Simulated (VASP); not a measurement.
Runs of VASP 6.6.1 on CuO (CsCl type). The structure is that of space group Pm-3m (No. 221), or close to it. The cells are those of the table. 

```csv
task,level,potentials or basis,spin,cell,cutoff (eV),gap on the mesh (eV),pressure (GPa)
single point,LDA,"VASP PAW LDA potentials, release 64 (Cu, O)",off,"a = 2.637 Å, 2 atoms",520,none,(b)
electric field gradients,r2SCAN,"VASP PAW PBE potentials, release 64 (Cu, O)",off,"a = 2.637 Å, 2 atoms",520,none,-7.1
single point,PBE,"VASP PAW PBE potentials, release 64 (Cu, O)",off,"a = 2.654 Å, 2 atoms",600,none,-3.0
single point,PBE,"VASP PAW PBE potentials, release 64 (Cu, O)",off,"a = 2.637 Å, 2 atoms",520,none,0.1
single point,PBE,"VASP PAW PBE potentials, release 64 (Cu, O)",off,"a = 2.583 Å, 2 atoms",600,none,12.2
relaxation of cell and atoms,PBE,"VASP PAW PBE potentials, release 64 (Cu, O)",off,"relaxed from a = 2.812 Å, 2 atoms",600,none,0.1
single point,PBE,"VASP PAW PBE potentials, release 64 (Cu, O)","non-collinear, zero start, SOC","a = 2.637 Å, 2 atoms",520,-,(a)
electric field gradients,PBEsol,"VASP PAW PBE potentials, release 64 (Cu, O)",off,"a = 2.637 Å, 2 atoms",520,none,-9.2
```

Alike in all rows: k mesh 12 × 12 × 12; smearing fermi-dirac 0.08 eV.

Q: Estimate the missing entries.

A: (a) 0.2; (b) -16.2.

Caveats: an odd number of electrons without spin polarisation forces a metal (some runs); a magnetic or distorted state may lie lower (some runs); semilocal functionals often make such compounds metallic where correlation or magnetic order opens a gap, which also shifts bond lengths (some runs); the PAW data sets were made with another functional, which shifts forces and pressure a little (some runs).

A gap of «none» marks levels without a gap at the run's occupations.
